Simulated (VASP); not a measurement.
# Si2Mo (I4/mmm) in VASP: notebook

The runs below take Si2Mo through single point, with PBEsol, pbesol exchange, pbe correlation.

Program: VASP 6.6.1. These are calculated values, not measurements. Logs are shortened: lines on timing, memory, paths and dates and some standing lists are left out, and cuts for length are marked.

## (1) The cell of the first run

It takes space group I4/mmm (No. 139, tetragonal). Conventional cell: a = 3.200 Å, b = 3.200 Å, c = 8.175 Å, α = 90.00°, β = 90.00°, γ = 90.00°. Mo (site symmetry 4/mmm) has 10 Si at 2.63 to 2.75 Å and 4 Mo at 3.20 Å within 3.5 Å. Si (site symmetry 4mm) has 5 Mo at 2.63 to 2.75 Å and 9 Si at 2.67 to 3.20 Å within 3.5 Å.

## (2) Single point, PBEsol

Contents of INCAR:

```
SYSTEM = Si2Mo
PREC     = Accurate       ! precision mode
ENCUT    = 520            ! plane-wave cutoff, eV
EDIFF    = 1E-6           ! SCF threshold, eV
ISMEAR   = -1             ! smearing method
SIGMA    = 0.05           ! smearing width, eV
LREAL    = .False.        ! projectors in reciprocal space
LASPH    = .True.         ! aspherical terms in the spheres
NELM     = 100            ! most SCF steps
ALGO     = Normal         ! electronic algorithm
ISIF     = 2              ! what is computed and relaxed
LWAVE    = .False.        ! write WAVECAR
LCHARG   = .False.        ! write CHGCAR
GGA      = PS             ! functional
NBANDS   = 18             ! bands
```

Contents of KPOINTS:

```
Automatic mesh
0
Gamma
  10 10 10
  0 0 0
```

Contents of POSCAR:

```
Si2Mo
1.0
   -1.6000000000      1.6000000000      4.0877200000
    1.6000000000     -1.6000000000      4.0877200000
    1.6000000000      1.6000000000     -4.0877200000
Mo Si
1 2
Direct
    0.0000000000      0.0000000000      0.0000000000
    0.6631628611      0.6631628611      0.0000000000
    0.3368371389      0.3368371389      0.0000000000
```

Potentials or basis: VASP PAW PBE potentials, release 64 (Mo_sv, Si).

On the command line:

```console
$ cat potpaw_PBE.64/Mo_sv/POTCAR potpaw_PBE.64/Si/POTCAR > POTCAR
$ mpirun -np 1 vasp_std > vasp.out
```

OUTCAR:

```text
SYSTEM = Si2Mo
   PREC = Accurate
   ENCUT = 520
   EDIFF = 1E-6
   ISMEAR = -1
   LREAL = .False.
   LASPH = .True.
   NELM = 100
   ISIF = 2
   GGA = PS

 ion  position               nearest neighbor table
   1  0.000  0.000  0.000-   2 2.63   2 2.63   2 2.63   3 2.63   2 2.63   3 2.63   3 2.63   3 2.63
                             2 2.75   3 2.75
   2  0.663  0.663  0.000-   1 2.63   1 2.63   1 2.63   1 2.63   3 2.67   3 2.67   3 2.67   3 2.67
                             3 2.67   1 2.75
   3  0.337  0.337  0.000-   1 2.63   1 2.63   1 2.63   1 2.63   2 2.67   2 2.67   2 2.67   2 2.67
                             2 2.67   1 2.75

  LATTYP: Found a body centered tetragonal cell.
 ALAT       =     3.2000000000
 C/A-ratio  =     2.5548250000

  Lattice vectors:

 A1 = (  -1.6000000000,   1.6000000000,   4.0877200000)
 A2 = (   1.6000000000,  -1.6000000000,   4.0877200000)
 A3 = (   1.6000000000,   1.6000000000,  -4.0877200000)

Analysis of symmetry for initial positions (statically):
=====================================================================
 Subroutine PRICEL returns:
 Original cell was already a primitive cell.

 Routine SETGRP: Setting up the symmetry group for a
 body centered tetragonal supercell.

 Subroutine GETGRP returns: Found 16 space group operations
 (whereof 16 operations were pure point group operations)
 out of a pool of 16 trial point group operations.

The static configuration has the point symmetry D_4h.

Analysis of symmetry for dynamics (positions and initial velocities):
=====================================================================
 Subroutine PRICEL returns:
 Original cell was already a primitive cell.

 Routine SETGRP: Setting up the symmetry group for a
 body centered tetragonal supercell.

 Subroutine GETGRP returns: Found 16 space group operations
 (whereof 16 operations were pure point group operations)
 out of a pool of 16 trial point group operations.

The dynamic configuration has the point symmetry D_4h.

 Subroutine INISYM returns: Found 16 space group operations
 (whereof 16 operations are pure point group operations),
 and found     1 'primitive' translations

----------------------------------------------------------------------------------------

                                     Primitive cell

  volume of cell :      41.8583

[... 86 lines left out ...]
   LSORBIT =      F    spin-orbit coupling
   LASPH  =      T    aspherical Exc in radial PAW
   ENCUT  =  520.0 eV  38.22 Ry    6.18 a.u.   8.69  8.69  8.69*2*pi/ulx,y,z
   NELM   =    100;   NELMIN=  2; NELMDL= -5     # of ELM steps
   EDIFF  = 0.1E-05   stopping-criterion for ELM
   LREAL  =      F    real-space projection
   EDIFFG = 0.1E-04   stopping-criterion for IOM
   NSW    =      0    number of steps for IOM
   IBRION =     -1    ionic relax: 0-MD 1-quasi-New 2-CG
   NFREE  =      0    steps in history (QN), initial steepest desc. (CG)
   ISIF   =      2    stress and relaxation
   ISYM   =      2    0-nonsym 1-usesym 2-fastsym
   POTIM  = 0.5000    time-step for ionic-motion
   TEBEG  =    0.0;   TEEND  =   0.0 temperature during run
   PSTRESS=    0.0 pullay stress
   NELECT =      22.0000    total number of electrons
   NUPDOWN=      -1.0000    fix difference up-down
   EMIN   =  10.00;   EMAX   =-10.00  energy-range for DOS
   EFERMI =   0.00;   METHOD = LEGACY
   ISMEAR =    -1;   SIGMA  =   0.05  broadening in eV -4-tet -1-fermi 0-gaus
   EFERMI_NEDOS =   21; number of points for ismear=-14 and -15
   IALGO  =     38    algorithm
   IMIX   =      4    mixing-type and parameters
     AMIX     =   0.40;   BMIX     =  1.00
     AMIX_MAG =   1.60;   BMIX_MAG =  1.00
  volume/ion in A,a.u.               =      13.95        94.16
  Fermi-wavevector in a.u.,A,eV,Ry     =   1.321160  2.496630 23.748470  1.745463
  Thomas-Fermi vector in A             =   2.450934
   LORBIT       =      0    0 simple, 1 ext, 2 COOP (PROOUT), +10 PAW based schemes
   GGA     = PS    functional components
   LHFCALC =     F    Hartree Fock is set to
   AEXX    =    0.0000 exact exchange contribution
   IVDW    =     0    specifies the selected vdW correction
   LEPSILON=     F    determine dielectric tensor
   LRPA    =     F    only Hartree local field effects (RPA)
 non-spin polarized calculation
  energy-cutoff  :      520.00
  volume of cell :       41.86
 maximum number of plane-waves:      1148
   NGX = 17   NGY = 17   NGZ = 17

 number of electron      22.0000001 magnetization

 Free energy of the ion-electron system (eV)
  ---------------------------------------------------
  ext. energy  EPLUGINS =         0.00000000
  ---------------------------------------------------
  free energy    TOTEN  =       -24.96045700 eV

  energy without entropy =      -24.95653821  energy(sigma->0) =      -24.95849761

 E-fermi :  11.6592     XC(G=0): -12.3266

 val. band max:       11.6476056406   @ k =  -0.1000  -0.2000   0.1000
 cond. band min:      11.6656041168   @ k =   0.5000   0.5000   0.3000
 fundamental gap:      0.0179984762
 Fermi energy:        11.6591624137

 k-point     1 :       0.0000    0.0000    0.0000
  band No.  band energies     occupation
      1     -49.0531      2.00000
      2     -23.2330      2.00000
      3     -23.1257      2.00000
      4     -23.1257      2.00000
      5      -1.5127      2.00000
      6       5.3282      2.00000
[... 481 lines left out ...]
      5       2.4743      2.00000
      6       3.5756      2.00000
[... 10 lines left out ...]
     17      18.3667      0.00000
     18      19.9681      0.00000

 [... further k-points ...]

------------------------ aborting loop because EDIFF is reached ----------------------------------------

  FORCE on cell =-STRESS in cart. coord.  units (eV):
  Direction    XX          YY          ZZ          XY          YZ          ZX
  --------------------------------------------------------------------------------------
  -------------------------------------------------------------------------------------
  Total       -1.2706032     -1.2706032     -5.0196335      0.0000000     -0.0000000     -0.0000000
  in kB      -48.6339392    -48.6339392   -192.1327942      0.0000000     -0.0000000     -0.0000000
  external PRESSURE =     -96.4668908 kB  Pullay stress =       0.0000000 kB

 VOLUME and BASIS-vectors are now :
 -----------------------------------------------------------------------------
  energy-cutoff  :      520.00
  volume of cell :       41.86
      direct lattice vectors                 reciprocal lattice vectors
    -1.600000000  1.600000000  4.087720000     0.000000000  0.312500000  0.122317576
     1.600000000 -1.600000000  4.087720000     0.312500000  0.000000000  0.122317576
     1.600000000  1.600000000 -4.087720000     0.312500000  0.312500000  0.000000000

 POSITION                                       TOTAL-FORCE (eV/Angst)
 -----------------------------------------------------------------------------------
      0.00000      0.00000      0.00000         0.000000      0.000000      0.000000
      0.00000      0.00000      5.42165        -0.000000     -0.000000      0.012007
      0.00000      0.00000      2.75379         0.000000      0.000000     -0.012007
 -----------------------------------------------------------------------------------
    total drift:                                0.000000     -0.000000     -0.000000

  FREE ENERGIE OF THE ION-ELECTRON SYSTEM (eV)
  ---------------------------------------------------
  free  energy   TOTEN  =       -24.9604570038 eV

  energy  without entropy=      -24.9565382120  energy(sigma->0) =      -24.95849761
```

OSZICAR:

```text
N       E                     dE             d eps       ncg     rms          rms(c)
DAV:   1     0.118760079671E+03    0.11876E+03   -0.11203E+04  3672   0.116E+03
DAV:   2    -0.228767475219E+02   -0.14164E+03   -0.13861E+03  4448   0.296E+02
DAV:   3    -0.259342186305E+02   -0.30575E+01   -0.30238E+01  4498   0.386E+01
DAV:   4    -0.259531195523E+02   -0.18901E-01   -0.18887E-01  4390   0.324E+00
DAV:   5    -0.259532420568E+02   -0.12250E-03   -0.12250E-03  4280   0.276E-01    0.207E+01
DAV:   6    -0.251842532501E+02    0.76899E+00   -0.63889E+00  3870   0.159E+01    0.434E+00
DAV:   7    -0.250093076007E+02    0.17495E+00   -0.12327E+00  3832   0.632E+00    0.433E+00
DAV:   8    -0.249622149104E+02    0.47093E-01   -0.13613E-01  3972   0.258E+00    0.537E-01
DAV:   9    -0.249606228958E+02    0.15920E-02   -0.31835E-03  4510   0.402E-01    0.261E-01
DAV:  10    -0.249604777382E+02    0.14516E-03   -0.78761E-04  4074   0.229E-01    0.650E-02
DAV:  11    -0.249604617543E+02    0.15984E-04   -0.23343E-04  3992   0.110E-01    0.489E-02
DAV:  12    -0.249604571783E+02    0.45760E-05   -0.23120E-05  3936   0.344E-02    0.130E-02
DAV:  13    -0.249604570038E+02    0.17444E-06   -0.43064E-07  2078   0.517E-03
   1 F= -.24960457E+02 E0= -.24958498E+02  d E =-.391879E-02
```

stdout:

```text
POSCAR found type information on POSCAR MoSi
 POSCAR found :  2 types and       3 ions
 scaLAPACK will be used
 -----------------------------------------------------------------------------
|                                                                             |
|                                                                             |
|     You enforced a specific xc type in the INCAR file but a different       |
|     I HOPE YOU KNOW WHAT YOU ARE DOING!                                     |
|                                                                             |
 -----------------------------------------------------------------------------

 LDA part: xc-table for (Slater+PW92), standard interpolation
 POSCAR, INCAR and KPOINTS ok, starting setup
 FFT: planning ... GRIDC
 FFT: planning ... GRID_SOFT
 FFT: planning ... GRID
 WAVECAR not read
 entering main loop
```

Wall time 2.4 min (1 thread of Intel Xeon 8259CL, shared host); peak memory 0.25 GiB.

What came out:

```
Free energy            : -24.9605 eV
Pressure               : -9.6 GPa
Largest force          : 0.012 eV/Å
Band gap on the k mesh : zero (bands 11 and 12 overlap by 0.74 eV)
```

Forces on the atoms (eV/Å):
```
Mo   0.000  0.000  0.000
Si   0.000  0.000  0.012
Si   0.000  0.000 -0.012
```

Caveat: the cell stands under tension; the PAW data sets were made with another functional, which shifts forces and pressure a little.

## (3) Single point, pbesol exchange, pbe correlation, non-collinear spin, typed start, spin-orbit coupling

This run uses another cell than the first one, of 13.42 Å³/atom.

Contents of INCAR:

```
SYSTEM = Si2Mo
ALGO = Normal
EDIFF = 1E-6
ENCUT = 500
GGA = LIBXC
GGA_COMPAT = .FALSE.
ISIF = 2
ISMEAR = -1
LASPH = .TRUE.
LCHARG = .FALSE.
LIBXC1 = GGA_X_PBE_SOL
LIBXC2 = GGA_C_PBE
LMAXMIX = 4
LNONCOLLINEAR = .TRUE.
LORBIT = 11
LORBMOM = .TRUE.
LREAL = .FALSE.
LSORBIT = .TRUE.
LWAVE = .FALSE.
MAGMOM = -0.445 0.011 -0.067 0 0 0 0 0 0
NBANDS = 35
NELM = 200
PREC = Accurate
SIGMA = 0.15
```

Contents of KPOINTS:

```
k-points
0
G
  9 9 9
  0 0 0
```

Contents of POSCAR:

```
Si2Mo
1.0
   -1.6000000000      1.6000000000      3.9305000000
    1.6000000000     -1.6000000000      3.9305000000
    1.6000000000      1.6000000000     -3.9305000000
Mo Si
1 2
Direct
    0.0000000000      0.0000000000      0.0000000000
    0.6670000000      0.6670000000      0.0000000000
    0.3330000000      0.3330000000      0.0000000000
```

Potentials or basis: VASP PAW PBE potentials, release 64 (Mo_sv, Si).

On the command line:

```console
$ cat potpaw_PBE.64/Mo_sv/POTCAR potpaw_PBE.64/Si/POTCAR > POTCAR
$ mpirun -np 1 vasp_ncl > vasp.out
```

It took 16 min on 1 thread of AMD EPYC 9R45 (Zen 5), shared host; peak memory 0.81 GiB.

The run converged. Its results:

```
Free energy                                           : -25.9600 eV
Pressure                                              : -4.1 GPa
Largest force                                         : 0.290 eV/Å
Net moment                                            : 0.00 μB per cell
Valence electrons inside the program's atomic spheres : Mo 12.67; Si 1.61
```

Forces on the atoms (eV/Å):
```
Mo   0.000  0.000  0.000
Si   0.000  0.000 -0.290
Si   0.000  0.000  0.290
```

Stress tensor (GPa, compression positive):
```
-3.90  0.00  0.00
 0.00 -3.90  0.00
 0.00  0.00 -4.39
```

Moments on the atoms (μB; x, y, z):
```
Mo  0.00 0.00 0.00
Si  0.00 0.00 0.00
Si  0.00 0.00 0.00
```

Caveat: the cell stands under tension; the PAW data sets were made with another functional, which shifts forces and pressure a little.
